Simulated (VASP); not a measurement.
## Si: single point with PBE

Crystal: Si.

```
Si
1.0
    -3.46610    3.46610    3.07235
     3.46610   -3.46610    3.07235
     3.46610    3.46610   -3.07235
Si
8
Cartesian
  0.7031 0.7031 0.6232
  -0.7031 2.7630 0.6232
  0.7031 -0.7031 2.4491
  2.7630 0.7031 -0.6232
  2.7630 2.7630 2.4491
  0.7031 4.1692 -0.6232
  -0.7031 0.7031 3.6956
  4.1692 -0.7031 0.6232
```

```yaml
Program: VASP 6.6.1
Task: single point
Functional: PBE
Potentials_or_basis: VASP PAW PBE potentials, release 64 (Si)
Cutoff: 520 eV
k_mesh: 10 × 10 × 10
Occupations: gaussian, width 0.15 eV
Spin: no spin polarisation
Dipole_correction: no
Further_INCAR_settings: ALGO = Fast; EDIFF = 1e-06; NBANDS = 26
```

```json
{
  "Pressure": "0.3 GPa",
  "Largest force": "0.740 eV/Å",
  "Band gap on the k mesh": "zero (bands 16 and 17 overlap by 0.39 eV)"
}
```

Forces on the atoms (eV/Å):
```
Si  -0.090  0.611 -0.408
Si   0.090 -0.611 -0.408
Si  -0.090 -0.611  0.408
Si   0.090  0.611  0.408
Si   0.090 -0.611  0.408
Si  -0.090  0.611  0.408
Si   0.090  0.611 -0.408
Si  -0.090 -0.611 -0.408
```

Stress tensor (GPa, compression positive):
```
-5.11  0.00  0.00
 0.00 -4.15  0.00
 0.00  0.00 10.25
```

Levels at points of the mesh, in eV from the Fermi level:
| k point | band 14 | band 15 | band 16 | band 17 | band 18 | band 19 |
| --- | --- | --- | --- | --- | --- | --- |
| (0.00, 0.00, 0.00) | -1.98 | -1.87 | 0.15 | 0.79 | 0.90 | 3.27 |
| (0.50, 0.00, 0.00) | -1.89 | -1.68 | -1.68 | 0.85 | 0.85 | 1.80 |
| (0.50, 0.00, 0.50) | -1.75 | -1.17 | -1.17 | 0.01 | 0.01 | 1.93 |
| (0.50, 0.50, 0.00) | -2.21 | -1.05 | -1.05 | 0.32 | 0.32 | 1.65 |
| (0.50, 0.50, 0.50) | -0.55 | -0.31 | -0.02 | 0.59 | 1.86 | 2.36 |

It took 19 min on 1 thread of Oxide Virtual Turin-like Processor (shared host), peak memory 0.57 GiB.

Caveat: the stress differs along the axes, from -5 to 10 GPa; semilocal functionals underestimate gaps, and a narrow one can read as zero.
